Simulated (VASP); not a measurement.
TaB3Mo2, 12 atoms in the cell. The structure is trigonal, space group P-3m1 (No. 164). Conventional cell: a = 3.181 Å, b = 3.181 Å, c = 7.817 Å, α = 90.00°, β = 90.00°, γ = 120.00°. Within 3.0 Å of Ta (site symmetry -3m) lie 6 B at 2.28 Å. B (site symmetry 3m) has 3 Mo at 2.23 Å and 3 Ta at 2.28 Å within 3.0 Å. B (site symmetry -3m) has 6 Mo at 2.24 Å within 3.0 Å. Within 3.0 Å of Mo (site symmetry 3m) lie 6 B at 2.23 to 2.24 Å. 

```yaml
Program: VASP 6.6.1
Task: single point
Functional: PBE
Potentials_or_basis: VASP PAW PBE potentials, release 64 (Ta_pv, B, Mo_sv)
Cutoff: 520 eV
k_mesh: 6 × 4 × 4
Occupations: gaussian, width 0.2 eV
Spin: no spin polarisation
Dipole_correction: no
Further_INCAR_settings: ALGO = Normal; EDIFF = 1e-06; NBANDS = 60
```

Potentials or basis: VASP PAW PBE potentials, release 64 (Ta_pv, B, Mo_sv).

Launch:

```bash
$ cat potpaw_PBE.64/Ta_pv/POTCAR potpaw_PBE.64/B/POTCAR potpaw_PBE.64/Mo_sv/POTCAR > POTCAR
$ mpirun -np 1 vasp_std > vasp.out
```

Hardware: 1 thread of Intel(R) Xeon(R) 6975P-C (Granite Rapids), with other jobs on the host.

Q: How long does it take, and how much memory?

A: Wall time 2.5 min on 1 thread of Intel(R) Xeon(R) 6975P-C (Granite Rapids) (shared host), peak memory 0.4 GiB. Counts: scf iterations 15, k points 40.
